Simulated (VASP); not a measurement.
Wanted: the native input for a VASP 6.6.1 run.

```yaml
Task: single point
Functional: PBE
Potentials_or_basis: VASP PAW PBE potentials, release 64 (Mg, O)
Cutoff: 520 eV
k_mesh: 11 × 11 × 11
Occupations: gaussian, width 0.026 eV
Spin: no spin polarisation
Dipole_correction: no
Further_INCAR_settings: ALGO = Normal; EDIFF = 1e-07; NBANDS = 11
```

The structure of MgO lies in POSCAR:

```
MgO
1.0
    0.0000000000      2.0970013927      2.0970013927
    2.0970013927      0.0000000000      2.0970013927
    2.0970013927      2.0970013927      0.0000000000
Mg O
1 1
Direct
    0.0000000000      0.0000000000      0.0000000000
    0.5000000000      0.5000000000      0.5000000000
```

One way to write it, as run:

INCAR

```
PREC     = Accurate       # precision mode
ENCUT    = 520            # plane-wave cutoff, eV
EDIFF    = 1E-7           # SCF threshold, eV
ISMEAR   = 0              # smearing method
SIGMA    = 0.026000000000000002 # smearing width, eV
LREAL    = False          # projectors in reciprocal space
LASPH    = True           # aspherical terms in the spheres
NELM     = 60             # most SCF steps
ALGO     = Normal         # electronic algorithm
ISIF     = 2              # what is computed and relaxed
LWAVE    = False          # write WAVECAR
LCHARG   = False          # write CHGCAR
GGA      = PE             # functional
NBANDS   = 11             # bands
```

KPOINTS

```
regular mesh
0
Gamma
  11 11 11
```

Potentials or basis: VASP PAW PBE potentials, release 64 (Mg, O).

The run is started by

```sh
$ cat potpaw_PBE.64/Mg/POTCAR potpaw_PBE.64/O/POTCAR > POTCAR
$ mpirun -np 1 vasp_std > vasp.out
```

It gave:

```
Pressure               : 6.2 GPa
Band gap on the k mesh : 4.85 eV, direct
```

It took 12 s on 1 thread of AMD EPYC 7R13 Processor (Zen 3) (shared host), peak memory 0.11 GiB.
